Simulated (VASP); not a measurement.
BPt3: single point with LDA

BPt3:

```xyz
8
Lattice="7.1572 0.0000 0.0000 -3.5786 6.1983 0.0000 0.0000 0.0000 2.7553" Properties=species:S:1:pos:R:3 pbc="T T T"
B     3.5786    2.0661    0.6888
B     0.0000    4.1322    2.0664
Pt    2.1194    1.2236    2.0664
Pt    5.0379    1.2236    2.0664
Pt    3.5786    3.7511    2.0664
Pt    1.4593    4.9747    0.6888
Pt   -1.4593    4.9747    0.6888
Pt    0.0000    2.4472    0.6888
```

- Program: VASP 6.6.1
- Task: single point
- Functional: LDA
- Potentials or basis: VASP PAW LDA potentials, release 64 (B, Pt)
- Cutoff: 520 eV
- k mesh: 4 × 4 × 8
- Occupations: methfessel-paxton, width 0.1 eV
- Spin: no spin polarisation
- Dipole correction: no
- Further INCAR settings: ALGO = Normal; EDIFF = 1e-06; NBANDS = 43

| Quantity | Value |
| --- | --- |
| Pressure | -12.5 GPa |
| Largest force | 0.277 eV/Å |
| Band gap on the k mesh | zero (bands 33 and 34 overlap by 1.71 eV) |

Forces on the atoms (eV/Å):
```
B    0.000  0.000  0.000
B    0.000  0.000  0.000
Pt   0.240  0.138  0.000
Pt  -0.240  0.138  0.000
Pt   0.000 -0.277  0.000
Pt  -0.240 -0.138  0.000
Pt   0.240 -0.138  0.000
Pt   0.000  0.277  0.000
```

Stress tensor (GPa, compression positive):
```
-11.80   0.00   0.00
  0.00 -11.80   0.00
  0.00   0.00 -13.80
```

Levels at points of the mesh, in eV from the Fermi level:
```tsv
k point	band 31	band 32	band 33	band 34	band 35	band 36
(0.00, 0.00, 0.00)	-0.46	-0.46	-0.40	-0.40	-0.16	-0.16
(0.50, 0.00, 0.00)	-1.00	-0.90	-0.49	-0.11	-0.01	0.89
(0.00, 0.00, 0.50)	-0.24	-0.24	1.20	1.20	1.20	1.20
(0.50, 0.00, 0.50)	0.50	0.50	1.32	1.32	1.48	1.48
```

Run time: 50 s on 1 thread of Intel(R) Xeon(R) 6975P-C (Granite Rapids), with other jobs on the host, peak memory 0.23 GiB.

Caveat: the cell stands under tension; spin-orbit coupling is left out, which moves the levels of the heavy elements.
